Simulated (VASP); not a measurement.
# V (P6_3/mmc) in VASP: a series of runs

The runs below take V through single point, relaxation of cell and atoms, with revPBE.

All numbers are computed with VASP 6.6.1; they aren't measurements. Logs are shortened: lines on timing, memory, paths and dates and some standing lists are left out, and cuts for length are marked.

### Step 1. The cell of the first run

The structure is hexagonal, space group P6_3/mmc (No. 194). Conventional cell: a = 2.560 Å, b = 2.560 Å, c = 4.576 Å, α = 90.00°, β = 90.00°, γ = 120.00°. V (site symmetry -6m2) has 12 V at 2.56 to 2.72 Å within 3.4 Å.

### Step 2. Single point, revPBE (volume scaled by 0.92)

INCAR reads:

```
  PREC = Accurate
  ENCUT = 520
  EDIFF = 1E-7
  ISMEAR = -1
  SIGMA = 0.1
  LREAL = False
  LASPH = True
  NELM = 80
  ALGO = Normal
  ISIF = 2
  LWAVE = False
  LCHARG = False
  GGA = RE
  NBANDS = 20
```

KPOINTS reads:

```
Automatic mesh
0
Gamma
  15 15 8
```

POSCAR reads:

```
V
1.0
    2.5596759220      0.0000000000      0.0000000000
   -1.2798379610      2.2167443739      0.0000000000
    0.0000000000      0.0000000000      4.5758456290
V
2
Direct
    0.3333333333      0.6666666667      0.2500000000
    0.6666666667      0.3333333333      0.7500000000
```

Potentials or basis: VASP PAW PBE potentials, release 64 (V_sv).

On the command line:

```sh
$ cat potpaw_PBE.64/V_sv/POTCAR > POTCAR
$ mpirun -np 1 vasp_std > vasp.out
```

OUTCAR:

```text
PREC = Accurate
   ENCUT = 520
   EDIFF = 1E-7
   ISMEAR = -1
   LREAL = False
   LASPH = True
   NELM = 80
   ISIF = 2
   GGA = RE

 ion  position               nearest neighbor table
   1  0.333  0.667  0.250-   2 2.72   2 2.72   2 2.72   2 2.72   2 2.72   2 2.72
   2  0.667  0.333  0.750-   1 2.72   1 2.72   1 2.72   1 2.72   1 2.72   1 2.72

  LATTYP: Found a hexagonal cell.
 ALAT       =     2.5596759220
 C/A-ratio  =     1.7876660048

  Lattice vectors:

 A1 = (   2.5596759220,   0.0000000000,   0.0000000000)
 A2 = (  -1.2798379610,   2.2167443739,   0.0000000000)
 A3 = (   0.0000000000,   0.0000000000,   4.5758456290)

Analysis of symmetry for initial positions (statically):
=====================================================================
 Subroutine PRICEL returns:
 Original cell was already a primitive cell.

 Routine SETGRP: Setting up the symmetry group for a
 hexagonal supercell.

 Subroutine GETGRP returns: Found 24 space group operations
 (whereof 12 operations were pure point group operations)
 out of a pool of 24 trial point group operations.

The static configuration has the point symmetry D_3d.
 The point group associated with its full space group is D_6h.

Analysis of symmetry for dynamics (positions and initial velocities):
=====================================================================
 Subroutine PRICEL returns:
 Original cell was already a primitive cell.

 Routine SETGRP: Setting up the symmetry group for a
 hexagonal supercell.

 Subroutine GETGRP returns: Found 24 space group operations
 (whereof 12 operations were pure point group operations)
 out of a pool of 24 trial point group operations.

The dynamic configuration has the point symmetry D_3d.
 The point group associated with its full space group is D_6h.

 Subroutine INISYM returns: Found 24 space group operations
 (whereof 12 operations are pure point group operations),
 and found     1 'primitive' translations

----------------------------------------------------------------------------------------

                                     Primitive cell

  volume of cell :      25.9640

  direct lattice vectors                    reciprocal lattice vectors
     2.559675922  0.000000000  0.000000000     0.390674457  0.225556003  0.000000000
    -1.279837961  2.216744374  0.000000000     0.000000000  0.451112005  0.000000000
     0.000000000  0.000000000  4.575845629     0.000000000  0.000000000  0.218538841

  length of vectors
     2.559675922  2.559675922  4.575845629     0.451112005  0.451112005  0.218538841

  position of ions in fractional coordinates (direct lattice)
     0.333333333  0.666666667  0.250000000
     0.666666667  0.333333333  0.750000000

  ion indices of the primitive-cell ions
   primitive index   ion index
                 1           1
                 2           2

----------------------------------------------------------------------------------------

 KPOINTS: Automatic mesh

Automatic generation of k-mesh.
 Grid dimensions read from file:
 generate k-points for:   15   15    8

 Generating k-lattice:

  Cartesian coordinates                     Fractional coordinates (reciprocal lattice)
     0.026044964  0.015037067  0.000000000     0.066666667  0.000000000  0.000000000
     0.000000000  0.030074134  0.000000000     0.000000000  0.066666667  0.000000000
     0.000000000  0.000000000  0.027317355     0.000000000  0.000000000  0.125000000

  Length of vectors
     0.030074134  0.030074134  0.027317355

  Shift w.r.t. Gamma in fractional coordinates (k-lattice)
     0.000000000  0.000000000  0.000000000

 Subroutine IBZKPT returns following result:
 ===========================================

 Found    135 irreducible k-points:

 Following reciprocal coordinates:
            Coordinates               Weight
  0.000000  0.000000  0.000000      1.000000
  0.066667  0.000000  0.000000      6.000000
  0.133333  0.000000  0.000000      6.000000
  0.200000  0.000000  0.000000      6.000000
  0.266667  0.000000  0.000000      6.000000
  0.333333 -0.000000  0.000000      6.000000
[... 16 lines left out ...]
  0.333333  0.200000  0.000000     12.000000
  0.400000  0.200000  0.000000      6.000000
 [... further k-points ...]
   k-points           NKPTS =    135   k-points in BZ     NKDIM =    135   number of bands    NBANDS=     20
   number of dos      NEDOS =    301   number of ions     NIONS =      2
   total plane-waves  NPLWV =  14400
   dimension x,y,z NGX =    20 NGY =   20 NGZ =   36
   dimension x,y,z NGXF=    40 NGYF=   40 NGZF=   72
   ions per type =               2
   NGX,Y,Z   is equivalent  to a cutoff of  12.99, 12.99, 13.08 a.u.
   NGXF,Y,Z  is equivalent  to a cutoff of  25.98, 25.98, 26.16 a.u.
 SYSTEM =  unknown system
   PREC   = accura    normal or accurate (medium, high low for compatibility)
   ISTART =      0    job   : 0-new  1-cont  2-samecut
   ICHARG =      2    charge: 1-file 2-atom 10-const
   ISPIN  =      1    spin polarized calculation?
   LNONCOLLINEAR =      F non collinear calculations
   LSORBIT =      F    spin-orbit coupling
   LASPH  =      T    aspherical Exc in radial PAW
   ENCUT  =  520.0 eV  38.22 Ry    6.18 a.u.   4.76  4.76  8.51*2*pi/ulx,y,z
   NELM   =     80;   NELMIN=  2; NELMDL= -5     # of ELM steps
   EDIFF  = 0.1E-06   stopping-criterion for ELM
   LREAL  =      F    real-space projection
   EDIFFG = 0.1E-05   stopping-criterion for IOM
   NSW    =      0    number of steps for IOM
   IBRION =     -1    ionic relax: 0-MD 1-quasi-New 2-CG
   NFREE  =      0    steps in history (QN), initial steepest desc. (CG)
   ISIF   =      2    stress and relaxation
   ISYM   =      2    0-nonsym 1-usesym 2-fastsym
   POTIM  = 0.5000    time-step for ionic-motion
   TEBEG  =    0.0;   TEEND  =   0.0 temperature during run
   PSTRESS=    0.0 pullay stress
   NELECT =      26.0000    total number of electrons
   NUPDOWN=      -1.0000    fix difference up-down
   EMIN   =  10.00;   EMAX   =-10.00  energy-range for DOS
   EFERMI =   0.00;   METHOD = LEGACY
   ISMEAR =    -1;   SIGMA  =   0.10  broadening in eV -4-tet -1-fermi 0-gaus
   EFERMI_NEDOS =   21; number of points for ismear=-14 and -15
   IALGO  =     38    algorithm
   IMIX   =      4    mixing-type and parameters
     AMIX     =   0.40;   BMIX     =  1.00
     AMIX_MAG =   1.60;   BMIX_MAG =  1.00
  volume/ion in A,a.u.               =      12.98        87.61
  Fermi-wavevector in a.u.,A,eV,Ry     =   1.637854  3.095096 36.498540  2.682567
  Thomas-Fermi vector in A             =   2.728925
   LORBIT       =      0    0 simple, 1 ext, 2 COOP (PROOUT), +10 PAW based schemes
   GGA     = RE    functional components
   LHFCALC =     F    Hartree Fock is set to
   AEXX    =    0.0000 exact exchange contribution
   IVDW    =     0    specifies the selected vdW correction
   LEPSILON=     F    determine dielectric tensor
   LRPA    =     F    only Hartree local field effects (RPA)
 non-spin polarized calculation
  energy-cutoff  :      520.00
  volume of cell :       25.96
 maximum number of plane-waves:       714
 NGX is ok and might be reduce to    20
   NGX =  9   NGY =  9   NGZ = 17

 number of electron      25.9999996 magnetization

 Free energy of the ion-electron system (eV)
  ---------------------------------------------------
  ext. energy  EPLUGINS =         0.00000000
  ---------------------------------------------------
  free energy    TOTEN  =       -16.67781040 eV

  energy without entropy =      -16.57040481  energy(sigma->0) =      -16.62410761

 E-fermi :  10.6352     XC(G=0): -13.0042

 val. band max:       10.6172170117   @ k =   0.0000   0.0000   0.0000
 cond. band min:      10.6432045694   @ k =   0.1333   0.0000   0.5000
 fundamental gap:      0.0259875577
 Fermi energy:        10.6352141760

 k-point     1 :       0.0000    0.0000    0.0000
  band No.  band energies     occupation
      1     -53.4459      2.00000
      2     -53.2974      2.00000
      3     -27.5652      2.00000
      4     -26.7501      2.00000
      5     -26.6449      2.00000
      6     -26.6449      2.00000
[... 12 lines left out ...]
     19      13.7504      0.00000
     20      13.7504      0.00000

 k-point     2 :       0.0667    0.0000    0.0000
  band No.  band energies     occupation
      1     -53.4361      2.00000
      2     -53.2905      2.00000
      3     -27.5504      2.00000
      4     -26.7514      2.00000
      5     -26.6891      2.00000
      6     -26.6568      2.00000
[... 12 lines left out ...]
     19      13.7766      0.00000
     20      14.1601      0.00000

 k-point     3 :       0.1333    0.0000    0.0000
  band No.  band energies     occupation
      1     -53.4082      2.00000
      2     -53.2710      2.00000
      3     -27.5074      2.00000
      4     -26.8143      2.00000
      5     -26.7560      2.00000
      6     -26.7398      2.00000
[... 12 lines left out ...]
     19      13.8299      0.00000
     20      15.0792      0.00000

 k-point     4 :       0.2000    0.0000    0.0000
  band No.  band energies     occupation
      1     -53.3662      2.00000
      2     -53.2426      2.00000
      3     -27.4412      2.00000
      4     -26.9985      2.00000
      5     -26.9200      2.00000
      6     -26.7656      2.00000
[... 12 lines left out ...]
     19      13.8740      0.00000
     20      16.2139      0.00000

 k-point     5 :       0.2667    0.0000    0.0000
  band No.  band energies     occupation
      1     -53.3167      2.00000
      2     -53.2109      2.00000
      3     -27.3589      2.00000
      4     -27.2091      2.00000
      5     -27.1211      2.00000
      6     -26.7911      2.00000
[... 12 lines left out ...]
     19      13.8951      0.00000
     20      17.4480      0.00000
[... 353 lines left out ...]
      6     -26.9197      2.00000
[... 12 lines left out ...]
     19      14.4078      0.00000
     20      19.2298      0.00000

 k-point    22 :       0.2667    0.2000    0.0000
  band No.  band energies     occupation
      1     -53.2158      2.00000
      2     -53.1566      2.00000
      3     -27.4412      2.00000
      4     -27.3810      2.00000
      5     -27.1686      2.00000
      6     -27.0120      2.00000
[... 12 lines left out ...]
     19      15.3548      0.00000
     20      20.1242      0.00000

 k-point    23 :       0.3333    0.2000    0.0000
  band No.  band energies     occupation
      1     -53.1862      2.00000
      2     -53.1467      2.00000
      3     -27.5146      2.00000
      4     -27.4178      2.00000
      5     -27.0990      2.00000
      6     -27.0867      2.00000
[... 12 lines left out ...]
     19      16.3064      0.00000
     20      19.3223      0.00000

 k-point    24 :       0.4000    0.2000    0.0000
  band No.  band energies     occupation
      1     -53.1742      2.00000
      2     -53.1447      2.00000
      3     -27.5401      2.00000
      4     -27.4283      2.00000
      5     -27.1160      2.00000
      6     -27.0662      2.00000
[... 12 lines left out ...]
     19      16.9504      0.00000
     20      18.4787      0.00000

 [... further k-points ...]
[... 5 lines left out ...]
  --------------------------------------------------------------------------------------
  -------------------------------------------------------------------------------------
  Total        2.6625458      2.6625458      2.6775777     -0.0000000      0.0000000     -0.0000000
  in kB      164.2992993    164.2992993    165.2268805     -0.0000000      0.0000000     -0.0000000
  external PRESSURE =     164.6084930 kB  Pullay stress =       0.0000000 kB

 VOLUME and BASIS-vectors are now :
 -----------------------------------------------------------------------------
  energy-cutoff  :      520.00
  volume of cell :       25.96
      direct lattice vectors                 reciprocal lattice vectors
     2.559675922  0.000000000  0.000000000     0.390674457  0.225556003  0.000000000
    -1.279837961  2.216744374  0.000000000     0.000000000  0.451112005  0.000000000
     0.000000000  0.000000000  4.575845629     0.000000000  0.000000000  0.218538841

 POSITION                                       TOTAL-FORCE (eV/Angst)
 -----------------------------------------------------------------------------------
     -0.00000      1.47783      1.14396        -0.000000     -0.000000      0.000000
      1.27984      0.73891      3.43188         0.000000      0.000000      0.000000
 -----------------------------------------------------------------------------------
    total drift:                               -0.000000      0.000000     -0.000000

  FREE ENERGIE OF THE ION-ELECTRON SYSTEM (eV)
  ---------------------------------------------------
  free  energy   TOTEN  =       -16.6778104048 eV

  energy  without entropy=      -16.5704048070  energy(sigma->0) =      -16.62410761
```

It took 77 s on 1 thread of AMD EPYC 7R43 (Zen 3), shared host; peak memory 0.14 GiB.

What came out:

```yaml
Free_energy: -16.6778 eV
Pressure: 16.5 GPa
Band_gap_on_the_k_mesh: zero (band 13 reaches 12.35 eV, above the bottom of band 14 at 10.02 eV)
```

Caveat: the PAW data sets were made with another functional, which shifts forces and pressure a little.

(Continued in part 2 of 2.)
